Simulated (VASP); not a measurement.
Runs of VASP 6.6.1 on NaI. The structure is that of space group Fm-3m (No. 225), or close to it. The cells are those of the table. 

```csv
cell,gap on the mesh (eV),pressure (GPa)
"a = 4.598 Å, angles 60.0°, 2 atoms",3.60,0.2
"a = 4.617 Å, angles 60.0°, 2 atoms",(c),(b)
"a = 4.592 Å, angles 60.0°, 2 atoms",(a),0.3
"a = 4.554 Å, angles 60.0°, 2 atoms",3.68,0.7
```

Alike in all rows: task single point; level PBE; potentials or basis VASP PAW PBE potentials, release 64 (Na_pv, I); no spin polarisation; k mesh 10 × 10 × 10; cutoff (eV) 520; smearing gaussian 0.05 eV.

Estimate the missing entries.

(a) 3.61; (b) 0.0; (c) 3.57.

Caveats: spin-orbit coupling is left out, which moves the levels of the heavy elements.

A k mesh can miss the band edges, and the runs leave out spin-orbit coupling on I.
